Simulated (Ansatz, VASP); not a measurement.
# Two plane-wave programs on BeS

INCAR

```
SYSTEM = BeS
  PREC = Accurate
  ENCUT = 600
  EDIFF = 1E-6
  ISMEAR = 0
  SIGMA = 0.1
  LREAL = .FALSE.
  LASPH = .TRUE.
  NELM = 120
  ALGO = Normal
  ISIF = 2
  LWAVE = .FALSE.
  LCHARG = .FALSE.
  GGA = PE
  NBANDS = 11
  GGA_COMPAT = .FALSE.
```

KPOINTS

```
Automatic mesh
0
G
  6 6 6
  0 0 0
```

The input POSCAR:

```
BeS
1.0
    0.0000000000      2.4351516500      2.4351516500
    2.4351516500      0.0000000000      2.4351516500
    2.4351516500      2.4351516500      0.0000000000
Be S
1 1
Direct
    0.0000000000      0.0000000000      0.0000000000
    0.2500000000      0.2500000000      0.2500000000
```

Input for Ansatz:

```yaml
crystal:
  lattice:
    - [0.0, 2.43515165, 2.43515165]
    - [2.43515165, 0.0, 2.43515165]
    - [2.43515165, 2.43515165, 0.0]
  atoms:
    - { symbol: Be, position: [0.0, 0.0, 0.0] }
    - { symbol: S, position: [0.25, 0.25, 0.25] }
basis:
  ecutwfc: 420
kpoints:
  mp_grid: { grid: [6, 6, 6] }
hamiltonian:
  xc: pbe
  pseudopotentials: { kind: paw, azcp: { folder: soft_1 } }
scf:
  occupations: { method: gaussian, width: 0.1 }
output:
  forces: true
  stress: true
  eigenvalues: true
```

Alike in both runs: task single point; functional PBE; k mesh 6 × 6 × 6; occupations gaussian, width 0.1 eV; no spin polarisation.

|  | VASP | Ansatz |
| --- | --- | --- |
| version | VASP 6.6.1 | Ansatz 0.2.0 |
| potentials or method | VASP PAW PBE potentials, release 64 (Be, S), cutoff 600 eV | scalar-relativistic, plane waves, PAW |
| valence electrons in the cell | 8 | 8 |

```csv
,VASP,Ansatz,Ansatz less VASP
gap on the k mesh at the Fermi level (eV),3.14,3.14,0.000
least direct gap on the mesh (eV),5.67,5.66,-0.015
pressure (GPa),0.4,0.4,-0.06
```
